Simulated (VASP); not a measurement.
A run of VASP 6.6.1 is set up as follows.

INCAR

```
SYSTEM = Rh
PREC = Accurate ; ENCUT = 520
EDIFF = 1E-6 ; ISMEAR = -1
SIGMA = 0.15 ; LREAL = .FALSE.
LASPH = .TRUE. ; NELM = 100
ALGO = Normal ; ISIF = 2
LWAVE = .FALSE. ; LCHARG = .TRUE.
GGA = CA ; LELF = .TRUE.
LVHAR = .TRUE. ; NBANDS = 14
```

Contents of KPOINTS:

```
regular mesh
0
G
  20 20 20
  0 0 0
```

Contents of POSCAR:

```
Rh
1.0
    0.0000000000      1.8661252106      1.8661252106
    1.8661252106      0.0000000000      1.8661252106
    1.8661252106      1.8661252106      0.0000000000
Rh
1
Direct
    0.0000000000      0.0000000000      0.0000000000
```

Potentials or basis: VASP PAW LDA potentials, release 64 (Rh_pv).

Launch:

```sh
$ cat potpaw_LDA.64/Rh_pv/POTCAR > POTCAR
$ mpirun -np 1 vasp_std > vasp.out
```

Task: Estimate the band gap on the k mesh.

Result: Zero (an odd number of electrons rules out a gap without spin polarisation).

Task: What does it give for the pressure?

Result: 7.6 GPa.

Caveat: the cell stands under pressure.
